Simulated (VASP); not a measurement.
The system is Nb3Tl.

```xyz
8
Lattice="5.2780 0.0000 0.0000 0.0000 5.2780 0.0000 0.0000 0.0000 5.2780" Properties=species:S:1:pos:R:3 pbc="T T T"
Nb    1.3195    0.0000    2.6390
Nb    2.6390    3.9585    0.0000
Nb    3.9585    0.0000    2.6390
Nb    2.6390    1.3195    0.0000
Nb    0.0000    2.6390    3.9585
Nb    0.0000    2.6390    1.3195
Tl    0.0000    0.0000    0.0000
Tl    2.6390    2.6390    2.6390
```

Base run:

| Item | Value |
| --- | --- |
| Program | VASP 6.6.1 |
| Functional | r2SCAN |
| Potentials or basis | VASP PAW PBE potentials, release 64 (Nb_sv, Tl_d) |
| Cutoff | 520 eV |
| k mesh | 4 × 4 × 4 |
| Occupations | fermi-dirac, width 0.1 eV |
| Spin | no spin polarisation |

Its results: band gap on the k mesh zero (bands 52 and 53 overlap by 0.63 eV); pressure 4.5 GPa.

The run is repeated on the same cell with these changes: functional from r2SCAN to PBE. What comes out?

Band gap on the k mesh zero (bands 52 and 53 overlap by 0.61 eV); pressure 6.1 GPa.

Caveats: the cell stands under pressure; spin-orbit coupling is left out, which moves the levels of the heavy elements; the PAW data sets were made with another functional, which shifts forces and pressure a little (at least some runs).
